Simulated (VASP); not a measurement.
Runs of VASP 6.6.1 on HfSi3. The structure is that of space group Pm-3m (No. 221), or close to it. The cells are those of the table. 

| cell | gap on the mesh (eV) | pressure (GPa) |
| --- | --- | --- |
| a = 3.982 Å, 4 atoms | none | (b) |
| a = 3.958 Å, 4 atoms | none | (a) |
| a = 3.956 Å, 4 atoms | none | -2.3 |
| a = 4.009, b = 3.930, c = 3.930 Å, 4 atoms | none | -2.2 |
| a = 3.930 Å, 4 atoms | none | 0.1 |
| a = 4.024 Å, 4 atoms | none | -7.5 |
| a = 3.904 Å, 4 atoms | none | 2.8 |

Alike in all rows: task single point; level PBEsol; potentials or basis VASP PAW PBE potentials, release 64 (Hf_pv, Si); no spin polarisation; k mesh 8 × 8 × 8; cutoff (eV) 520; smearing gaussian 0.05 eV.

Q: Fill in the values left out.

A: (a) -2.5; (b) -4.4.

Caveats: the PAW data sets were made with another functional, which shifts forces and pressure a little; spin-orbit coupling is left out, which moves the levels of the heavy elements.

A k mesh can miss the band edges, and the runs leave out spin-orbit coupling on Hf.

A gap of «none» marks levels without a gap at the run's occupations.
